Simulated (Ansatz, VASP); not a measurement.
Li in VASP and in Ansatz

Contents of INCAR:

```
PREC     = Accurate       # precision mode
ENCUT    = 520            # plane-wave cutoff, eV
EDIFF    = 1E-8           # SCF threshold, eV
ISMEAR   = -1             # smearing method
SIGMA    = 0.05           # smearing width, eV
LREAL    = F              # projectors in reciprocal space
LASPH    = T              # aspherical terms in the spheres
NELM     = 100            # most SCF steps
ALGO     = Normal         # electronic algorithm
ISIF     = 2              # what is computed and relaxed
LWAVE    = F              # write WAVECAR
LCHARG   = F              # write CHGCAR
GGA      = PE             # functional
LEFG     = T            
NBANDS   = 12             # bands
```

KPOINTS

```
regular mesh
0
Gamma
  12 12 12
```

Contents of POSCAR:

```
Li
1.0
    1.5504989657      0.8951809952      7.5883000000
   -1.5504989657      0.8951809952      7.5883000000
    0.0000000000     -1.7903619905      7.5883000000
Li
3
Direct
    0.0000000000      0.0000000000      0.0000000000
    0.2220000000      0.2220000000      0.2220000000
    0.7780000000      0.7780000000      0.7780000000
```

Input for Ansatz:

```yaml
crystal:
  lattice:
    - [1.5504989657, 0.8951809952, 7.5883]
    - [-1.5504989657, 0.8951809952, 7.5883]
    - [0.0, -1.7903619905, 7.5883]
  atoms:
    - { symbol: Li, position: [0.0, 0.0, 0.0] }
    - { symbol: Li, position: [0.222, 0.222, 0.222] }
    - { symbol: Li, position: [0.778, 0.778, 0.778] }
kpoints:
  mp_grid: { grid: [12, 12, 12] }
  band_path:
    path:
      - [0.0, 0.0, 0.0]
      - [0.5, 0.5, 0.5]
      - [0.824055609, 0.175944391, 0.5]
      - [0.5, -0.175944391, 0.175944391]
      - [0.5, 0.0, 0.0]
      - [0.0, 0.0, 0.0]
      - [0.3379721955, -0.3379721955, 0.0]
      - [0.6620278045, 0.0, 0.3379721955]
      - [0.5, 0.0, 0.5]
    npoints: 8
scf:
  occupations: { method: fermi_dirac, width: 0.05 }
hamiltonian:
  xc: pbe
  pseudopotentials: { kind: paw }
output:
  forces: true
  stress: true
  eigenvalues: true
  efg: { contact_densities: true }
  populations: true
  bader: true
  dos: { projected: true, de: 0.2, e_range: [-14, 8] }
```

Alike in both runs: task electric field gradients; functional PBE; k mesh 12 × 12 × 12; occupations fermi-dirac, width 0.05 eV; no spin polarisation.

|  | VASP | Ansatz |
| --- | --- | --- |
| version | VASP 6.6.1 | Ansatz 0.2.0 |
| potentials or method | VASP PAW PBE potentials, release 64 (Li_sv) | PAW with Ansatz's default frozen-core files, scalar-relativistic |
| plane-wave cutoff (eV) | 520 | 420 |
| valence electrons in the cell | 9 | 9 |

|  | VASP | Ansatz | Ansatz less VASP |
| --- | --- | --- | --- |
| rms of the force components (eV/Å) | 0.004 | 0.004 | -0.0002 |

Atom by atom the forces differ by 0.000 eV/Å (rms over components).

Noted on VASP's run: the cutoff is short for stress, so the pressure is rough.
